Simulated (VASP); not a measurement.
A run of VASP 6.6.1 is set up as follows.

The input INCAR:

```
ALGO = Fast
EDIFF = 1E-6
ENCUT = 520
GGA = PE
ISIF = 2
ISMEAR = 0
LASPH = T
LCHARG = F
LREAL = F
LWAVE = F
NBANDS = 61
NELM = 80
PREC = Accurate
SIGMA = 0.1
```

Contents of KPOINTS:

```
k-points
0
Gamma
  10 10 4
```

File POSCAR:

```
SiW7
1.0
    3.1952728490      0.0000000000      0.0000000000
    0.0000000000      3.1952728490      0.0000000000
    0.0000000000      0.0000000000     12.2834362203
Si W
1 7
Direct
    0.0000000000      0.0000000000      0.0000000000
    0.0000000000      0.0000000000      0.2422610657
    0.5000000000      0.5000000000      0.3717132654
    0.5000000000      0.5000000000      0.8835192287
    0.5000000000      0.5000000000      0.1164807713
    0.0000000000      0.0000000000      0.7577389343
    0.5000000000      0.5000000000      0.6282867346
    0.0000000000      0.0000000000      0.5000000000
```

Potentials or basis: VASP PAW PBE potentials, release 64 (Si, W_sv).

Launch:

```sh
$ cat potpaw_PBE.64/Si/POTCAR potpaw_PBE.64/W_sv/POTCAR > POTCAR
$ mpirun -np 1 vasp_std > vasp.out
```

**Question.** What does it give for the pressure?

**Answer.** 0.5 GPa.

**Question.** Predict the largest force.

**Answer.** 0.025 eV/Å.

**Question.** What does it give for the band gap on the k mesh?

**Answer.** Zero (band 51 reaches 12.36 eV, above the bottom of band 52 at 10.89 eV).

Forces in eV/Å, atoms in the order of the input:
```
Si   0.000  0.000  0.000
W    0.000  0.000  0.002
W    0.000  0.000  0.000
W    0.000  0.000  0.025
W    0.000  0.000 -0.025
W    0.000  0.000 -0.002
W    0.000  0.000  0.000
W    0.000  0.000  0.000
```

Caveat: spin-orbit coupling is left out, which moves the levels of the heavy elements.
